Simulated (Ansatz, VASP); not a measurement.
One calculation of InSb, two programs

```
CELL_PARAMETERS angstrom
0.00000 3.04761 3.04761
3.04761 0.00000 3.04761
3.04761 3.04761 0.00000
ATOMIC_POSITIONS crystal
In 0.00000 0.00000 0.00000
Sb 0.50000 0.50000 0.50000
```

Alike in both runs: task single point; functional PBE; k mesh 14 × 14 × 14; occupations gaussian, width 0.15 eV; no spin polarisation.

```csv
,VASP,Ansatz
version,VASP 6.6.1,Ansatz 0.2.0
potentials or method,"VASP PAW PBE potentials, release 64 (In_d, Sb), cutoff 520 eV","scalar-relativistic, plane waves, PAW"
valence electrons in the cell,18,28
```

|  | VASP | Ansatz | Ansatz less VASP |
| --- | --- | --- | --- |
| gap on the k mesh at the Fermi level (eV) | none | none | - |
| pressure (GPa) | 1.3 | 1.3 | +0.02 |

A gap of «none» marks a metal or a gap that the smearing closes. With one functional, cell and mesh, what is left measures potentials, basis and numerics. VASP's potentials hold 18 valence electrons a cell and Ansatz's 28, so a difference there can come from the potentials and not from the codes.

Neither program's run includes spin-orbit coupling.
